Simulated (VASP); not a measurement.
**MgW: single point with PBEsol**

MgW:

```
Mg W
1.0
     4.81050    0.00000    0.01493
     0.00000    3.13158    0.00000
    -0.01343    0.00000    4.43296
Mg W
2 2
Direct
  0.50000 0.24992 0.75000
  0.50000 0.75008 0.25000
  0.00000 0.74878 0.75000
  0.00000 0.25122 0.25000
```

```json
{
 "Program": "VASP 6.6.1",
 "Task": "single point",
 "Functional": "PBEsol",
 "Potentials or basis": "VASP PAW PBE potentials, release 64 (Mg_sv, W_sv)",
 "Cutoff": "750 eV",
 "k mesh": "4 × 4 × 4",
 "Occupations": "gaussian, width 0.1 eV",
 "Spin": "no spin polarisation",
 "Dipole correction": "no",
 "Mended": "yes",
 "Further INCAR settings": "ALGO = Normal; EDIFF = 1e-06; NBANDS = 32"
}
```

| Item | Value |
| --- | --- |
| Pressure | -0.1 GPa |
| Largest force | 0.009 eV/Å |
| Band gap on the k mesh | zero (bands 24 and 25 overlap by 1.02 eV) |

Forces on the atoms (eV/Å):
```
Mg   0.000  0.000  0.000
Mg   0.000  0.000  0.000
W    0.000  0.009  0.000
W    0.000 -0.009  0.000
```

Stress tensor (GPa, compression positive):
```
-0.39  0.00  0.00
 0.00 -0.22  0.00
 0.00  0.00  0.28
```

Levels at points of the mesh, in eV from the Fermi level:
| k point | band 22 | band 23 | band 24 | band 25 | band 26 | band 27 |
| --- | --- | --- | --- | --- | --- | --- |
| (0.00, 0.00, 0.00) | -0.90 | -0.89 | -0.01 | 0.23 | 2.41 | 2.46 |
| (0.50, 0.00, 0.00) | -1.84 | 0.08 | 0.74 | 2.09 | 2.45 | 2.46 |
| (0.00, 0.50, 0.00) | -1.30 | -1.16 | -1.14 | -0.01 | 0.04 | 3.90 |
| (0.50, 0.50, 0.00) | -1.15 | -0.55 | -0.50 | -0.16 | -0.14 | 0.83 |
| (0.00, 0.00, 0.50) | -1.94 | -0.13 | -0.13 | 1.04 | 1.04 | 1.22 |
| (0.50, 0.00, 0.50) | -0.99 | 0.01 | 0.01 | 1.07 | 1.07 | 1.11 |
| (0.00, 0.50, 0.50) | -2.28 | -1.07 | -1.07 | 2.67 | 2.67 | 3.92 |
| (0.50, 0.50, 0.50) | -0.83 | -0.38 | -0.38 | 0.71 | 0.71 | 2.54 |

Wall time 64 s on 1 thread of Intel(R) Xeon(R) Platinum 8259CL CPU @ 2.50GHz (Skylake/Cascade Lake) (shared host), peak memory 0.27 GiB.

Caveat: the k points lie up to 0.50 Å⁻¹ apart, too coarse for converged energies and pressures of a metal; the PAW data sets were made with another functional, which shifts forces and pressure a little; spin-orbit coupling is left out, which moves the levels of the heavy elements.
